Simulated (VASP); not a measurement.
Crystal: CdTe4.

```
CELL_PARAMETERS angstrom
5.61600 0.00000 0.00000
0.00000 5.61600 0.00000
0.00000 0.00000 5.61600
ATOMIC_POSITIONS crystal
Cd 0.00000 0.00000 0.00000
Te 0.25000 0.25000 0.25000
Te 0.75000 0.75000 0.25000
Te 0.25000 0.75000 0.75000
Te 0.75000 0.25000 0.75000
```

The cell was built from a structure type or drawn by symmetry, and may not be a known phase.

| Quantity | Value |
| --- | --- |
| Program | VASP 6.6.1 |
| Task | relaxation of cell and atoms |
| Functional | PBE |
| Potentials or basis | VASP PAW PBE potentials, release 64 (Cd, Te) |
| Cutoff | 600 eV |
| k mesh | 4 × 4 × 4 |
| Occupations | gaussian, width 0.1 eV |
| Spin | no spin polarisation |

At the start: pressure 7.3 GPa; volume 35.43 Å³/atom.

Q: Where does the relaxation end?

A: Over 11 steps the energy falls by 556.7 meV/atom and the volume is 33.98 Å³/atom (-4.1 %); space group P-43m (No. 215, to 0.1 Å) before and after.

Step by step:
| step | energy change (eV) | largest force (eV/Å) | pressure (GPa) | volume (Å³) |
| --- | --- | --- | --- | --- |
| 1 | 0.0000 | 3.9938 | 7.28 | 177.13 |
| 2 | -1.2962 | 0.2968 | -3.98 | 221.70 |
| 3 | -1.4675 | 0.8419 | -2.32 | 206.85 |
| 4 | -1.8313 | 0.9132 | -2.20 | 194.37 |
| 5 | -2.5700 | 0.6668 | 1.73 | 159.94 |
| 6 | -2.5635 | 0.5263 | 2.80 | 156.11 |
| 7 | -2.5714 | 0.6117 | 2.14 | 158.33 |
| 8 | -2.7375 | 0.0277 | 1.90 | 161.71 |
| 9 | -2.7378 | 0.1497 | 1.95 | 162.09 |
| 10 | -2.7487 | 0.1459 | -1.42 | 177.23 |
| 11 | -2.7833 | 0.0198 | 0.00 | 169.88 |

Final structure:
```
CELL_PARAMETERS angstrom
5.53839 0.00000 0.00000
0.00000 5.53839 0.00000
0.00000 0.00000 5.53839
ATOMIC_POSITIONS crystal
Cd 0.00000 0.00000 0.00000
Te 0.29909 0.29909 0.29909
Te 0.70091 0.70091 0.29909
Te 0.29909 0.70091 0.70091
Te 0.70091 0.29909 0.70091
```
